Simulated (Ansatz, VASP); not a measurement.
CdS: VASP beside Ansatz

```
CELL_PARAMETERS angstrom
0.00000 2.93921 2.93921
2.93921 0.00000 2.93921
2.93921 2.93921 0.00000
ATOMIC_POSITIONS crystal
Cd 0.00000 0.00000 0.00000
S 0.25000 0.25000 0.25000
```

Alike in both runs: task single point; functional PBE-based screened hybrid with a share of 0.05 of exact exchange and HFSCREEN = 0.3; k mesh 4 × 4 × 4; no spin polarisation.

|  | VASP | Ansatz |
| --- | --- | --- |
| version | VASP 6.6.1 | Ansatz 0.2.0 |
| potentials or method | VASP PAW PBE potentials, release 64 (Cd, S) | plane waves |
| plane-wave cutoff (eV) | 520 | 420 |
| occupations | gaussian, width 0.01 eV | fixed |
| valence electrons in the cell | 18 | 26 |

Ansatz gave:

| Item | Value |
| --- | --- |
| gap on the k mesh at the Fermi level (eV) | 1.24 |
| pressure (GPa) | 1.3 |

Problem. Estimate VASP's values.

Solution. gap on the k mesh at the Fermi level (eV): 1.25; pressure (GPa): 1.6.

VASP's potentials were made for PBE, not for PBE-based screened hybrid. VASP's potentials hold 18 valence electrons a cell and Ansatz's 26, so a difference there can come from the potentials and not from the codes. Ansatz's warnings: stress exchange threshold loose, stress scf threshold loose.

The k mesh is coarse, so the values compare programs but aren't converged.
